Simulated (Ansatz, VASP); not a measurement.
One calculation of MgO, two programs

The input INCAR:

```
SYSTEM = MgO
PREC = Accurate ; ENCUT = 600
EDIFF = 1E-6 ; ISMEAR = -1
SIGMA = 0.01 ; LREAL = .FALSE.
LASPH = .TRUE. ; NELM = 120
ALGO = Normal ; ISIF = 2
LWAVE = .FALSE. ; LCHARG = .FALSE.
GGA = PE ; NBANDS = 11
GGA_COMPAT = .FALSE.
```

Contents of KPOINTS:

```
Automatic mesh
0
G
  10 10 10
  0 0 0
```

The input POSCAR:

```
MgO
1.0
    0.0000000000      2.1066500000      2.1066500000
    2.1066500000      0.0000000000      2.1066500000
    2.1066500000      2.1066500000      0.0000000000
Mg O
1 1
Direct
    0.0000000000      0.0000000000      0.0000000000
    0.5000000000      0.5000000000      0.5000000000
```

Input for Ansatz:

```yaml
crystal:
  lattice:
    - [0.0, 2.10665, 2.10665]
    - [2.10665, 0.0, 2.10665]
    - [2.10665, 2.10665, 0.0]
  atoms:
    - { symbol: Mg, position: [0.0, 0.0, 0.0] }
    - { symbol: O, position: [0.5, 0.5, 0.5] }
hamiltonian:
  xc: pbe
  pseudopotentials: { kind: paw }
basis:
  ecutwfc: 420
kpoints:
  mp_grid: { grid: [10, 10, 10] }
scf:
  occupations: { method: fermi_dirac, width: 0.01 }
  lower_state_search: "off"
  algorithm: density_mixing
  max_iter: 70
  mixing: {}
output:
  forces: true
  stress: true
```

Alike in both runs: task single point; functional PBE; k mesh 10 × 10 × 10; occupations fermi-dirac, width 0.01 eV; no spin polarisation.

|  | VASP | Ansatz |
| --- | --- | --- |
| version | VASP 6.6.1 | Ansatz 0.2.0 |
| potentials or method | VASP PAW PBE potentials, release 64 (Mg, O), cutoff 600 eV | PAW, plane waves, scalar-relativistic |
| valence electrons in the cell | 8 | 16 |

|  | VASP | Ansatz | Ansatz less VASP |
| --- | --- | --- | --- |
| pressure (GPa) | 3.5 | 4.5 | +0.99 |

With one functional, cell and mesh, what is left measures potentials, basis and numerics. VASP's potentials hold 8 valence electrons a cell and Ansatz's 16, so a difference there can come from the potentials and not from the codes.
